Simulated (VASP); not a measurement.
# Sr3Ta (P6_3/mmc) in VASP: single point with PBE

Aim: the single point of Sr3Ta with PBE.

Everything below comes from runs of VASP 6.6.1. Logs are shortened: lines on timing, memory, paths and dates and some standing lists are left out, and cuts for length are marked.

### Step 1. The cell of the first run

The structure is hexagonal, space group P6_3/mmc (No. 194). The conventional cell has a = 7.736 Å, b = 7.736 Å, c = 5.795 Å, α = 90.00°, β = 90.00°, γ = 120.00°. Within 4.7 Å of Sr (site symmetry mm2) lie 4 Ta at 3.56 to 3.87 Å and 8 Sr at 3.58 to 4.16 Å. Ta (site symmetry -6m2) has 12 Sr at 3.56 to 3.87 Å within 4.7 Å.

### Step 2. Single point, PBE

INCAR reads:

```
SYSTEM = Sr3Ta
PREC = Accurate
ENCUT = 520
EDIFF = 1E-7
ISMEAR = 0
SIGMA = 0.1
LREAL = .FALSE.
LASPH = .TRUE.
NELM = 60
ALGO = Fast
ISIF = 2
LWAVE = .FALSE.
LCHARG = .FALSE.
GGA = PE
NBANDS = 51
```

KPOINTS reads:

```
Automatic mesh
0
G
  3 3 4
  0 0 0
```

POSCAR reads:

```
Sr3Ta
1.0
    7.7361258612      0.0000000000      0.0000000000
   -3.8680629305      6.6996815226      0.0000000000
    0.0000000000      0.0000000000      5.7946706182
Sr Ta
6 2
Direct
    0.8207407431      0.6414814861      0.2500000000
    0.1792592569      0.8207407431      0.7500000000
    0.3585185139      0.1792592569      0.2500000000
    0.1792592569      0.3585185139      0.7500000000
    0.8207407431      0.1792592569      0.2500000000
    0.6414814861      0.8207407431      0.7500000000
    0.3333333333      0.6666666667      0.2500000000
    0.6666666667      0.3333333333      0.7500000000
```

Potentials or basis: VASP PAW PBE potentials, release 64 (Sr_sv, Ta_pv).

Started as:

```bash
$ cat potpaw_PBE.64/Sr_sv/POTCAR potpaw_PBE.64/Ta_pv/POTCAR > POTCAR
$ mpirun -np 1 vasp_std > vasp.out
```

OUTCAR:

```text
SYSTEM = Sr3Ta
   PREC = Accurate
   ENCUT = 520
   EDIFF = 1E-7
   ISMEAR = 0
   LREAL = .FALSE.
   LASPH = .TRUE.
   NELM = 60
   ISIF = 2
   GGA = PE

 ion  position               nearest neighbor table
   1  0.821  0.641  0.250-   8 3.56   8 3.56   5 3.58   3 3.58   2 3.76   2 3.76   6 3.76   6 3.76
                             7 3.87   7 3.87   5 4.16   3 4.16
   2  0.179  0.821  0.750-   7 3.56   7 3.56   4 3.58   6 3.58   3 3.76   3 3.76   1 3.76   1 3.76
                             8 3.87   8 3.87   4 4.16   6 4.16
   3  0.359  0.179  0.250-   8 3.56   8 3.56   1 3.58   5 3.58   2 3.76   2 3.76   4 3.76   4 3.76
                             7 3.87   7 3.87   1 4.16   5 4.16
   4  0.179  0.359  0.750-   7 3.56   7 3.56   2 3.58   6 3.58   5 3.76   5 3.76   3 3.76   3 3.76
                             8 3.87   8 3.87   2 4.16   6 4.16
   5  0.821  0.179  0.250-   8 3.56   8 3.56   1 3.58   3 3.58   6 3.76   6 3.76   4 3.76   4 3.76
                             7 3.87   7 3.87   1 4.16   3 4.16
   6  0.641  0.821  0.750-   7 3.56   7 3.56   4 3.58   2 3.58   5 3.76   5 3.76   1 3.76   1 3.76
                             8 3.87   8 3.87   4 4.16   2 4.16
   7  0.333  0.667  0.250-   4 3.56   4 3.56   2 3.56   2 3.56   6 3.56   6 3.56   3 3.87   1 3.87
                             5 3.87   5 3.87   3 3.87   1 3.87
   8  0.667  0.333  0.750-   1 3.56   1 3.56   5 3.56   5 3.56   3 3.56   3 3.56   6 3.87   4 3.87
                             2 3.87   2 3.87   6 3.87   4 3.87

  LATTYP: Found a hexagonal cell.
 ALAT       =     7.7361258612
 C/A-ratio  =     0.7490403753

  Lattice vectors:

 A1 = (   7.7361258612,   0.0000000000,   0.0000000000)
 A2 = (  -3.8680629305,   6.6996815226,   0.0000000000)
 A3 = (   0.0000000000,   0.0000000000,   5.7946706182)

Analysis of symmetry for initial positions (statically):
=====================================================================
 Subroutine PRICEL returns:
 Original cell was already a primitive cell.

 Routine SETGRP: Setting up the symmetry group for a
 hexagonal supercell.

 Subroutine GETGRP returns: Found 24 space group operations
 (whereof 12 operations were pure point group operations)
 out of a pool of 24 trial point group operations.

The static configuration has the point symmetry D_3d.
 The point group associated with its full space group is D_6h.

Analysis of symmetry for dynamics (positions and initial velocities):
=====================================================================
 Subroutine PRICEL returns:
 Original cell was already a primitive cell.

 Routine SETGRP: Setting up the symmetry group for a
 hexagonal supercell.

 Subroutine GETGRP returns: Found 24 space group operations
 (whereof 12 operations were pure point group operations)
 out of a pool of 24 trial point group operations.

The dynamic configuration has the point symmetry D_3d.
 The point group associated with its full space group is D_6h.

 Subroutine INISYM returns: Found 24 space group operations
 (whereof 12 operations are pure point group operations),
 and found     1 'primitive' translations

----------------------------------------------------------------------------------------

                                     Primitive cell

  volume of cell :     300.3353

  direct lattice vectors                    reciprocal lattice vectors
     7.736125861  0.000000000  0.000000000     0.129263667  0.074630413  0.000000000
    -3.868062930  6.699681523  0.000000000     0.000000000  0.149260826  0.000000000
     0.000000000  0.000000000  5.794670618     0.000000000  0.000000000  0.172572363

  length of vectors
     7.736125861  7.736125861  5.794670618     0.149260826  0.149260826  0.172572363

  position of ions in fractional coordinates (direct lattice)
     0.820740743  0.641481486  0.250000000
     0.179259257  0.820740743  0.750000000
     0.358518514  0.179259257  0.250000000
     0.179259257  0.358518514  0.750000000
     0.820740743  0.179259257  0.250000000
     0.641481486  0.820740743  0.750000000
     0.333333333  0.666666667  0.250000000
     0.666666667  0.333333333  0.750000000

  ion indices of the primitive-cell ions
   primitive index   ion index
                 1           1
                 2           2
                 3           3
                 4           4
                 5           5
                 6           6
                 7           7
                 8           8

----------------------------------------------------------------------------------------

 KPOINTS: Automatic mesh

Automatic generation of k-mesh.
 Grid dimensions read from file:
 generate k-points for:    3    3    4

 Generating k-lattice:

  Cartesian coordinates                     Fractional coordinates (reciprocal lattice)
     0.043087889  0.024876804  0.000000000     0.333333333  0.000000000  0.000000000
     0.000000000  0.049753609  0.000000000     0.000000000  0.333333333  0.000000000
     0.000000000  0.000000000  0.043143091     0.000000000  0.000000000  0.250000000

  Length of vectors
     0.049753609  0.049753609  0.043143091

  Shift w.r.t. Gamma in fractional coordinates (k-lattice)
     0.000000000  0.000000000  0.000000000

 Subroutine IBZKPT returns following result:
 ===========================================

 Found      9 irreducible k-points:

 Following reciprocal coordinates:
            Coordinates               Weight
  0.000000  0.000000  0.000000      1.000000
  0.333333 -0.000000  0.000000      6.000000
  0.333333  0.333333  0.000000      2.000000
  0.000000  0.000000  0.250000      2.000000
  0.333333 -0.000000  0.250000     12.000000
  0.333333  0.333333  0.250000      4.000000
  0.000000  0.000000  0.500000      1.000000
  0.333333 -0.000000  0.500000      6.000000
  0.333333  0.333333  0.500000      2.000000
   k-points           NKPTS =      9   k-points in BZ     NKDIM =      9   number of bands    NBANDS=     51
   number of dos      NEDOS =    301   number of ions     NIONS =      8
   total plane-waves  NPLWV = 172800
   dimension x,y,z NGX =    60 NGY =   60 NGZ =   48
   dimension x,y,z NGXF=   120 NGYF=  120 NGZF=   96
   ions per type =               6   2
   NGX,Y,Z   is equivalent  to a cutoff of  12.89, 12.89, 13.77 a.u.
   NGXF,Y,Z  is equivalent  to a cutoff of  25.79, 25.79, 27.54 a.u.
 SYSTEM =  Sr3Ta
   PREC   = accura    normal or accurate (medium, high low for compatibility)
   ISTART =      0    job   : 0-new  1-cont  2-samecut
   ICHARG =      2    charge: 1-file 2-atom 10-const
   ISPIN  =      1    spin polarized calculation?
   LNONCOLLINEAR =      F non collinear calculations
   LSORBIT =      F    spin-orbit coupling
   LASPH  =      T    aspherical Exc in radial PAW
   ENCUT  =  520.0 eV  38.22 Ry    6.18 a.u.  14.38 14.38 10.77*2*pi/ulx,y,z
   NELM   =     60;   NELMIN=  2; NELMDL= -5     # of ELM steps
   EDIFF  = 0.1E-06   stopping-criterion for ELM
   LREAL  =      F    real-space projection
   EDIFFG = 0.1E-05   stopping-criterion for IOM
   NSW    =      0    number of steps for IOM
   IBRION =     -1    ionic relax: 0-MD 1-quasi-New 2-CG
   NFREE  =      0    steps in history (QN), initial steepest desc. (CG)
   ISIF   =      2    stress and relaxation
   ISYM   =      2    0-nonsym 1-usesym 2-fastsym
   POTIM  = 0.5000    time-step for ionic-motion
   TEBEG  =    0.0;   TEEND  =   0.0 temperature during run
   PSTRESS=    0.0 pullay stress
   NELECT =      82.0000    total number of electrons
   NUPDOWN=      -1.0000    fix difference up-down
   EMIN   =  10.00;   EMAX   =-10.00  energy-range for DOS
   EFERMI =   0.00;   METHOD = LEGACY
   ISMEAR =     0;   SIGMA  =   0.10  broadening in eV -4-tet -1-fermi 0-gaus
   EFERMI_NEDOS =   21; number of points for ismear=-14 and -15
   IALGO  =     68    algorithm
   IMIX   =      4    mixing-type and parameters
     AMIX     =   0.40;   BMIX     =  1.00
     AMIX_MAG =   1.60;   BMIX_MAG =  1.00
  volume/ion in A,a.u.               =      37.54       253.35
  Fermi-wavevector in a.u.,A,eV,Ry     =   1.062048  2.006979 15.346624  1.127945
  Thomas-Fermi vector in A             =   2.197485
   LORBIT       =      0    0 simple, 1 ext, 2 COOP (PROOUT), +10 PAW based schemes
   GGA     = PE    functional components
   LHFCALC =     F    Hartree Fock is set to
   AEXX    =    0.0000 exact exchange contribution
   IVDW    =     0    specifies the selected vdW correction
   LEPSILON=     F    determine dielectric tensor
   LRPA    =     F    only Hartree local field effects (RPA)
 non-spin polarized calculation
 RMM-DIIS sequential band-by-band and
 Gauss-broadening in eV      SIGMA  =   0.10
  energy-cutoff  :      520.00
  volume of cell :      300.34
 maximum number of plane-waves:      8116
 NGX is ok and might be reduce to    60
   NGX = 29   NGY = 29   NGZ = 21

 number of electron      82.0000000 magnetization

 Free energy of the ion-electron system (eV)
  ---------------------------------------------------
  ext. energy  EPLUGINS =         0.00000000
  ---------------------------------------------------
  free energy    TOTEN  =       -25.81447274 eV

  energy without entropy =      -25.71782072  energy(sigma->0) =      -25.76614673

 E-fermi :   2.3822     XC(G=0):  -8.7143

 val. band max:        2.3779190982   @ k =   0.0000   0.0000   0.2500
 cond. band min:       2.3969616280   @ k =   0.3333   0.3333   0.5000
 fundamental gap:      0.0190425298
 Fermi energy:         2.3822337339

 k-point     1 :       0.0000    0.0000    0.0000
  band No.  band energies     occupation
      1     -33.1722      2.00000
      2     -33.1219      2.00000
      3     -33.1207      2.00000
      4     -33.1207      2.00000
      5     -33.0965      2.00000
      6     -33.0965      2.00000
[... 43 lines left out ...]
     50       3.9225      0.00000
     51       4.4136      0.00000
[... 430 lines left out ...]
     50       3.2887      0.00000
     51       4.2349      0.00000

------------------------ aborting loop because EDIFF is reached ----------------------------------------

  FORCE on cell =-STRESS in cart. coord.  units (eV):
  Direction    XX          YY          ZZ          XY          YZ          ZX
  --------------------------------------------------------------------------------------
  -------------------------------------------------------------------------------------
  Total        0.0862808      0.0862808     -0.0422066      0.0000000      0.0000000      0.0000000
  in kB        0.4602760      0.4602760     -0.2251568      0.0000000      0.0000000      0.0000000
  external PRESSURE =       0.2317984 kB  Pullay stress =       0.0000000 kB

 VOLUME and BASIS-vectors are now :
 -----------------------------------------------------------------------------
  energy-cutoff  :      520.00
  volume of cell :      300.34
      direct lattice vectors                 reciprocal lattice vectors
     7.736125861  0.000000000  0.000000000     0.129263667  0.074630413  0.000000000
    -3.868062930  6.699681523  0.000000000     0.000000000  0.149260826  0.000000000
     0.000000000  0.000000000  5.794670618     0.000000000  0.000000000  0.172572363

 POSITION                                       TOTAL-FORCE (eV/Angst)
 -----------------------------------------------------------------------------------
      3.86806      4.29772      1.44867         0.000000      0.000263     -0.000000
     -1.78790      5.49870      4.34600        -0.000228      0.000132      0.000000
      2.08016      1.20098      1.44867        -0.000228     -0.000132      0.000000
     -0.00000      2.40196      4.34600        -0.000000     -0.000263      0.000000
      5.65597      1.20098      1.44867         0.000228     -0.000132      0.000000
      1.78790      5.49870      4.34600         0.000228      0.000132     -0.000000
     -0.00000      4.46645      1.44867        -0.000000      0.000000      0.000000
      3.86806      2.23323      4.34600         0.000000      0.000000      0.000000
 -----------------------------------------------------------------------------------
    total drift:                               -0.000000      0.000000      0.000000

  FREE ENERGIE OF THE ION-ELECTRON SYSTEM (eV)
  ---------------------------------------------------
  free  energy   TOTEN  =       -25.8144727378 eV

  energy  without entropy=      -25.7178207243  energy(sigma->0) =      -25.76614673
```

Run time: 4.6 min. Hardware: 1 thread of Intel Xeon Platinum 8375C at 2.90GHz (Ice Lake), shared host; peak memory 0.47 GiB.

Results:

| Item | Value |
| --- | --- |
| Free energy | -25.8145 eV |
| Pressure | 0.0 GPa |
| Band gap on the k mesh | zero (band 41 reaches 2.54 eV, above the bottom of band 42 at 2.14 eV) |

Caveat: spin-orbit coupling is left out, which moves the levels of the heavy elements.
